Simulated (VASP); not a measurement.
Cu, 1 atom in the cell. The structure is cubic, space group Fm-3m (No. 225). Conventional cell: a = 3.577 Å, b = 3.577 Å, c = 3.577 Å, α = 90.00°, β = 90.00°, γ = 90.00°. Cu (site symmetry m-3m) has 12 Cu at 2.53 Å within 3.3 Å. 

```yaml
Program: VASP 6.6.1
Task: single point
Functional: r2SCAN
Potentials_or_basis: VASP PAW PBE potentials, release 64 (Cu)
Cutoff: 520 eV
k_mesh: 20 × 20 × 20
Occupations: gaussian, width 0.1 eV
Spin: no spin polarisation
Dipole_correction: no
Further_INCAR_settings: ALGO = Normal; EDIFF = 1e-06; NBANDS = 12
```

Potentials or basis: VASP PAW PBE potentials, release 64 (Cu).

Launch:

```console
$ cat potpaw_PBE.64/Cu/POTCAR > POTCAR
$ cp INCAR.step1 INCAR
$ mpirun -np 1 vasp_std > vasp.out
$ cp INCAR.step2 INCAR
$ mpirun -np 1 vasp_std > vasp.out
```

Hardware: 1 thread of AMD EPYC 9R14 (Zen 4), on a shared host.

How long does it take, and how much memory?

Run time: 91 s on 1 thread of AMD EPYC 9R14 (Zen 4) (shared host), peak memory 0.12 GiB. Counts: k points 256.
